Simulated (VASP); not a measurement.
Input of a VASP 6.6.1 run:

File POSCAR:

```
RbBr
1.0
    0.0000000000      3.4608320096      3.4608320096
    3.4608320096      0.0000000000      3.4608320096
    3.4608320096      3.4608320096      0.0000000000
Rb Br
1 1
Direct
    0.0000000000      0.0000000000      0.0000000000
    0.5000000000      0.5000000000      0.5000000000
```

INCAR.step1

```
ALGO = Normal ; EDIFF = 1E-4
ENCUT = 520 ; GGA = PE
ISMEAR = 0 ; LASPH = T
LCHARG = F ; LREAL = F
LWAVE = T ; NBANDS = 15
NELM = 80 ; PREC = Accurate
SIGMA = 0.01
```

Contents of INCAR.step2:

```
ALGO = Normal ; EDIFF = 1E-6
ENCUT = 520 ; ISIF = 2
ISMEAR = 0 ; ISTART = 1
LASPH = T ; LCHARG = T
LELF = T ; LMIXTAU = T
LREAL = F ; LVHAR = T
LWAVE = F ; METAGGA = R2SCAN
NBANDS = 15 ; NELM = 80
PREC = Accurate ; SIGMA = 0.01
```

KPOINTS

```
k-points
0
Gamma
  6 6 6
```

Potentials or basis: VASP PAW PBE potentials, release 64 (Rb_sv, Br).

Run with:

```sh
$ cat potpaw_PBE.64/Rb_sv/POTCAR potpaw_PBE.64/Br/POTCAR > POTCAR
$ cp INCAR.step1 INCAR
$ mpirun -np 1 vasp_std > vasp.out
$ cp INCAR.step2 INCAR
$ mpirun -np 1 vasp_std > vasp.out
```

Problem. Predict the pressure.

Solution. 0.0 GPa.

Problem. Estimate the band gap on the k mesh.

Solution. 4.89 eV, direct.

Caveat: the PAW data sets were made with another functional, which shifts forces and pressure a little. r2SCAN opens gaps a little over a GGA but as a rule still falls short of measured ones.
